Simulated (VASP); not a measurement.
# ZnSe3 (Cmmm) in VASP: further runs

ZnSe3 is run at these levels: PBE; tasks: relaxation of cell and atoms, single point.

All numbers are computed with VASP 6.6.1; they aren't measurements. Logs are shortened: lines on timing, memory, paths and dates and some standing lists are left out, and cuts for length are marked.

### Step 1. The cell of the first run

It takes space group Cmmm (No. 65, orthorhombic). The conventional cell has a = 4.774 Å, b = 7.378 Å, c = 6.045 Å, α = 90.00°, β = 90.00°, γ = 90.00°. Within 2.5 Å of Zn (site symmetry mmm) lie 4 Se at 1.86 to 2.39 Å. Within 2.4 Å of Se (site symmetry m2m) lie 3 Se at 1.83 to 2.39 Å and 1 Zn at 1.86 Å. Within 2.4 Å of Se (site symmetry mmm) lie 2 Se at 1.83 Å and 2 Zn at 2.39 Å.

### Step 2. Relaxation of cell and atoms, PBE

Contents of INCAR:

```
SYSTEM = ZnSe3
ALGO     = Normal         ! electronic algorithm
EDIFF    = 1E-7           ! SCF threshold, eV
EDIFFG   = -0.04          ! ionic threshold
ENCUT    = 500            ! plane-wave cutoff, eV
GGA      = PE             ! functional
GGA_COMPAT= .FALSE.      
IBRION   = 2              ! ionic algorithm
ISIF     = 3              ! what is computed and relaxed
ISMEAR   = 0              ! smearing method
LASPH    = .TRUE.         ! aspherical terms in the spheres
LCHARG   = .FALSE.        ! write CHGCAR
LREAL    = .FALSE.        ! projectors in reciprocal space
LWAVE    = .FALSE.        ! write WAVECAR
NELM     = 120            ! most SCF steps
NELMIN   = 4            
NSW      = 90             ! ionic steps
PREC     = Accurate       ! precision mode
SIGMA    = 0.1            ! smearing width, eV
```

Contents of KPOINTS:

```
k-points
0
G
  4 4 4
  0 0 0
```

Contents of POSCAR:

```
ZnSe3
1.0
    2.3870164300     -3.6888615700      0.0000000000
    2.3870164300      3.6888615700      0.0000000000
    0.0000000000      0.0000000000      6.0447182300
Zn Se
1 3
Direct
    0.5000000000      0.5000000000      0.5000000000
    0.2482707900      0.7517292100      0.5000000000
    0.7517292100      0.2482707900      0.5000000000
    0.0000000000      0.0000000000      0.5000000000
```

Potentials or basis: VASP PAW PBE potentials, release 64 (Zn, Se).

Launch:

```bash
$ cat potpaw_PBE.64/Zn/POTCAR potpaw_PBE.64/Se/POTCAR > POTCAR
$ mpirun -np 1 vasp_std > vasp.out
```

OUTCAR:

```text
SYSTEM = ZnSe3
   EDIFF = 1E-7
   EDIFFG = -0.04
   ENCUT = 500
   GGA = PE
   IBRION = 2
   ISIF = 3
   ISMEAR = 0
   LASPH = .TRUE.
   LREAL = .FALSE.
   NELM = 120
   NELMIN = 4
   NSW = 90
   PREC = Accurate

 ion  position               nearest neighbor table
   1  0.500  0.500  0.500-   2 1.86   3 1.86   4 2.39   4 2.39
   2  0.248  0.752  0.500-   4 1.83   1 1.86   3 2.39   3 2.39
   3  0.752  0.248  0.500-   4 1.83   1 1.86   2 2.39   2 2.39
   4  0.000  0.000  0.500-   2 1.83   3 1.83   1 2.39   1 2.39

  LATTYP: Found a base centered orthorhombic cell.
 ALAT       =     4.7740328600
 B/A-ratio  =     1.5453859151
 C/A-ratio  =     1.2661660293

  Lattice vectors:

 A1 = (   2.3870164300,  -3.6888615700,   0.0000000000)
 A2 = (   2.3870164300,   3.6888615700,   0.0000000000)
 A3 = (   0.0000000000,   0.0000000000,   6.0447182300)

Analysis of symmetry for initial positions (statically):
=====================================================================
 Subroutine PRICEL returns:
 Original cell was already a primitive cell.

 Routine SETGRP: Setting up the symmetry group for a
 base centered orthorhombic supercell.

 Subroutine GETGRP returns: Found  8 space group operations
 (whereof  8 operations were pure point group operations)
 out of a pool of  8 trial point group operations.

The static configuration has the point symmetry D_2h.

Analysis of symmetry for dynamics (positions and initial velocities):
=====================================================================
 Subroutine PRICEL returns:
 Original cell was already a primitive cell.

 Routine SETGRP: Setting up the symmetry group for a
 base centered orthorhombic supercell.

 Subroutine GETGRP returns: Found  8 space group operations
 (whereof  8 operations were pure point group operations)
 out of a pool of  8 trial point group operations.

The dynamic configuration has the point symmetry D_2h.

 Subroutine INISYM returns: Found  8 space group operations
 (whereof  8 operations are pure point group operations),
 and found     1 'primitive' translations

----------------------------------------------------------------------------------------

                                     Primitive cell

  volume of cell :     106.4520

  direct lattice vectors                    reciprocal lattice vectors
[... 129 lines left out ...]

 Free energy of the ion-electron system (eV)
  ---------------------------------------------------
  ext. energy  EPLUGINS =         0.00000000
  ---------------------------------------------------
  free energy    TOTEN  =         6.55705927 eV

  energy without entropy =        6.57056934  energy(sigma->0) =        6.56381431

------------------------ aborting loop because EDIFF is reached ----------------------------------------

  FORCE on cell =-STRESS in cart. coord.  units (eV):
  Direction    XX          YY          ZZ          XY          YZ          ZX
  --------------------------------------------------------------------------------------
  -------------------------------------------------------------------------------------
  Total       23.9299579    144.6283583     -0.0409034      0.0000000      0.0000000      0.0000000
  in kB      360.1626665   2176.7583321     -0.6156249      0.0000000      0.0000000      0.0000000
  external PRESSURE =     845.4351246 kB  Pullay stress =       0.0000000 kB
[... 39 lines left out ...]
 VOLUME and BASIS-vectors are now :
 -----------------------------------------------------------------------------
  energy-cutoff  :      500.00
  volume of cell :      376.27
      direct lattice vectors                 reciprocal lattice vectors
     3.075936035-10.123394324  0.000000000     0.162552145 -0.049390549  0.000000000
     3.075936035 10.123394324  0.000000000     0.162552145  0.049390549  0.000000000
     0.000000000  0.000000000  6.041736237     0.000000000  0.000000000  0.165515335

 POSITION                                       TOTAL-FORCE (eV/Angst)
 -----------------------------------------------------------------------------------
      3.07594      0.00000      3.02087         0.000000      0.000000      0.000000
      3.07594      3.71545      3.02087         0.000000      0.103286     -0.000000
      3.07594     -3.71545      3.02087         0.000000     -0.103286      0.000000
      6.15187      0.00000      3.02087         0.000000      0.000000      0.000000
 -----------------------------------------------------------------------------------
    total drift:                               -0.000000      0.000000     -0.000000
[... 39 lines left out ...]
  FREE ENERGIE OF THE ION-ELECTRON SYSTEM (eV)
  ---------------------------------------------------
  free  energy   TOTEN  =        -8.9746710113 eV

  energy  without entropy=       -8.9249339784  energy(sigma->0) =       -8.94980249

 E-fermi :  -0.1286     XC(G=0):  -7.2396

 val. band max:       -0.1440065029   @ k =   0.2500  -0.0000   0.0000
 cond. band min:      -0.0960862852   @ k =   0.5000   0.5000   0.2500
 fundamental gap:      0.0479202177
 Fermi energy:        -0.1286022575

 k-point     1 :       0.0000    0.0000    0.0000
  band No.  band energies     occupation
      1     -14.5755      2.00000
      2     -11.8219      2.00000
      3     -11.0873      2.00000
      4      -7.1595      2.00000
      5      -7.1130      2.00000
      6      -7.0519      2.00000
[... 439 lines left out ...]
      6      -7.0536      2.00000
[... 11 lines left out ...]
     18       4.3634      0.00000
     19       4.5555      0.00000

[... ionic steps 4 to 32 ...]

--------------------------------------- Ionic step       33  -------------------------------------------

 number of electron      30.0000010 magnetization

------------------------ aborting loop because EDIFF is reached ----------------------------------------
[... 71 lines left out ...]
--------------------------------------- Ionic step       35  -------------------------------------------

 number of electron      30.0000010 magnetization

 Free energy of the ion-electron system (eV)
  ---------------------------------------------------
  ext. energy  EPLUGINS =         0.00000000
  ---------------------------------------------------
  free energy    TOTEN  =       -11.29172634 eV

  energy without entropy =      -11.28209573  energy(sigma->0) =      -11.28691103

 E-fermi :   0.0757     XC(G=0):  -7.3250

 val. band max:        0.0530472944   @ k =   0.2500  -0.0000   0.0000
 cond. band min:       0.1191722588   @ k =   0.5000   0.5000   0.2500
 fundamental gap:      0.0661249644
 Fermi energy:         0.0757427562

 k-point     1 :       0.0000    0.0000    0.0000
  band No.  band energies     occupation
      1     -14.6444      2.00000
      2     -11.6710      2.00000
      3     -10.9022      2.00000
      4      -7.0249      2.00000
      5      -6.9393      2.00000
      6      -6.8798      2.00000
[... 482 lines left out ...]
  FREE ENERGIE OF THE ION-ELECTRON SYSTEM (eV)
  ---------------------------------------------------
  free  energy   TOTEN  =       -11.2917263368 eV

  energy  without entropy=      -11.2820957269  energy(sigma->0) =      -11.28691103

 reached required accuracy - stopping structural energy minimisation
```

OSZICAR:

```text
N       E                     dE             d eps       ncg     rms          rms(c)
DAV:   1     0.257182785320E+03    0.25718E+03   -0.13410E+04   798   0.149E+03
DAV:   2     0.303645999510E+02   -0.22682E+03   -0.21805E+03   971   0.318E+02
DAV:   3     0.632361445711E+01   -0.24041E+02   -0.23546E+02   993   0.116E+02
[... 422 lines left out ...]
DAV:   4    -0.112917254822E+02    0.42315E-04   -0.12311E-04   863   0.885E-02    0.901E-03
DAV:   5    -0.112917263337E+02   -0.85158E-06   -0.19448E-05   813   0.461E-02    0.585E-03
DAV:   6    -0.112917262141E+02    0.11966E-06   -0.10939E-06   987   0.126E-02    0.295E-03
DAV:   7    -0.112917263167E+02   -0.10258E-06   -0.52433E-07   804   0.647E-03    0.731E-04
DAV:   8    -0.112917263368E+02   -0.20093E-07   -0.46205E-08   411   0.156E-03
  35 F= -.11291726E+02 E0= -.11286911E+02  d E =-.477995E-02
```

CONTCAR:

```text
ZnSe3
   1.00000000000000
     2.6177391073447347   -5.0946748840288780    0.0000000000000000
     2.6177391073447365    5.0946748840288780    0.0000000000000000
     0.0000000000000000    0.0000000000000000    5.1545842734180871
  Zn              Se
     1     3
Direct
     0.5000000000000000    0.5000000000000000    0.5000000000000000
     0.2564158648496799    0.7435841351503198    0.5000000000000000
     0.7435841351503198    0.2564158648496799    0.5000000000000000
     0.0000000000000000    0.0000000000000000    0.5000000000000000

  0.00000000E+00  0.00000000E+00  0.00000000E+00
  0.00000000E+00  0.00000000E+00  0.00000000E+00
  0.00000000E+00  0.00000000E+00  0.00000000E+00
  0.00000000E+00  0.00000000E+00  0.00000000E+00
```

Run time: 7 min. Hardware: 1 thread of Intel Xeon 6975P-C (Granite Rapids), shared host; peak memory 0.24 GiB.

What came out:

* Free energy: -11.2917 eV
* Relaxed volume: 34.37 Å³/atom
* Relaxed cell: a = 5.728 Å, b = 5.728 Å, c = 5.155 Å, α = 90.00°, β = 90.00°, γ = 125.61°
* Space group after relaxing (to 0.05 Å): Cmmm (No. 65)
* Energy gained by relaxing: 4462.2 meV/atom
* Ionic steps: 35
* Pressure after relaxing: 0.0 GPa
* Largest force after relaxing: 0.035 eV/Å
* Band gap on the k mesh: zero (band 15 reaches 0.38 eV, above the bottom of band 16 at -0.29 eV)

Forces in eV/Å, atoms in the order of the input:
```
Zn   0.000  0.000  0.000
Se   0.000 -0.035  0.000
Se   0.000  0.035  0.000
Se   0.000  0.000  0.000
```

Step by step:
```csv
step,energy change (eV),largest force (eV/Å),pressure (GPa),volume (Å³)
1,0.0000,10.4330,84.54,106.45
2,11.5346,0.1033,-20.97,376.27
3,-15.5317,0.0928,-6.36,210.08
4,-16.1060,0.2993,-5.16,199.72
5,-16.7188,1.3941,-1.59,177.74
6,-16.7247,1.5203,-1.27,176.21
7,-17.2479,1.0676,-0.40,168.32
8,-17.3115,0.8093,0.61,165.08
9,-17.3115,0.7788,0.72,164.79
10,-17.3627,0.2879,-0.49,167.88
11,-17.3636,0.2196,-0.64,168.34
12,-17.3888,0.0428,-0.15,165.67
13,-17.3927,0.0465,0.15,164.12
14,-17.3952,0.0231,-0.20,164.63
15,-17.3953,0.0089,-0.14,164.54
16,-17.3958,0.0440,-0.01,163.77
17,-17.3958,0.0512,0.01,163.63
18,-17.3962,0.0477,0.02,163.21
19,-17.3978,0.0516,0.03,161.95
20,-17.4066,0.1128,0.05,159.44
21,-17.4530,0.2649,0.17,154.39
22,-17.6516,0.5004,0.63,144.26
23,-17.5181,1.2175,4.52,123.99
24,-17.7511,0.7111,1.17,138.73
25,-17.7863,0.0355,2.24,131.34
26,-17.8004,0.3193,1.78,133.79
27,-17.7997,0.2555,1.88,133.19
28,-17.8139,0.2561,1.52,134.01
29,-17.8402,0.2463,0.47,136.48
30,-17.8191,0.2033,-1.47,141.49
31,-17.8440,0.2302,-0.13,137.92
32,-17.8440,0.2313,-0.10,137.82
33,-17.8451,0.2040,-0.09,137.79
34,-17.8475,0.1223,-0.06,137.69
35,-17.8488,0.0350,0.00,137.49
```

Final structure:
```cif
data_structure
_symmetry_space_group_name_H-M 'P 1'
_symmetry_Int_Tables_number 1
_cell_length_a 5.7279
_cell_length_b 5.7279
_cell_length_c 5.1546
_cell_angle_alpha 90.000
_cell_angle_beta 90.000
_cell_angle_gamma 125.610
_cell_volume 137.49
loop_
_atom_site_label
_atom_site_type_symbol
_atom_site_fract_x
_atom_site_fract_y
_atom_site_fract_z
_atom_site_occupancy
Zn1 Zn 0.50000 0.50000 0.50000 1
Se1 Se 0.25642 0.74358 0.50000 1
Se2 Se 0.74358 0.25642 0.50000 1
Se3 Se 0.00000 0.00000 0.50000 1
```

Caveat: the k points lie up to 0.34 Å⁻¹ apart in the final cell; the volume moved by over 15 % at a fixed basis, so the end points are rough.

(Continued in part 2 of 2.)
